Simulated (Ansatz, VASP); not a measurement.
# Two plane-wave programs on CuAu

```
CELL_PARAMETERS angstrom
0.00000 2.57920 2.57920
2.57920 0.00000 2.57920
2.57920 2.57920 0.00000
ATOMIC_POSITIONS crystal
Cu 0.00000 0.00000 0.00000
Au 0.50000 0.50000 0.50000
```

Alike in both runs: task relaxation of cell and atoms; functional PBE; k mesh 18 × 18 × 18; occupations gaussian, width 0.1 eV; no spin polarisation.

```csv
,VASP,Ansatz
version,VASP 6.6.1,Ansatz 0.2.0
potentials or method,"VASP PAW PBE potentials, release 64 (Cu, Au), cutoff 600 eV","scalar-relativistic, plane waves, PAW"
valence electrons in the cell,22,38
```

VASP gave:

- gap on the k mesh at the Fermi level, each at its own relaxed structure (eV): none
- relaxed volume (Å³/atom): 17.16
- relaxed length of the cell vector where the two differ most in proportion (Å): 3.648

Problem. Estimate Ansatz's values.

Solution. gap on the k mesh at the Fermi level, each at its own relaxed structure (eV): none; relaxed volume (Å³/atom): 17.13; relaxed length of the cell vector where the two differ most in proportion (Å): 3.646.

A gap of «none» marks a metal or a gap that the smearing closes. VASP's potentials hold 22 valence electrons a cell and Ansatz's 38, so a difference there can come from the potentials and not from the codes.

Neither program's run includes spin-orbit coupling. Noted on VASP's run: the relaxation stopped at its first step, so nothing moved.
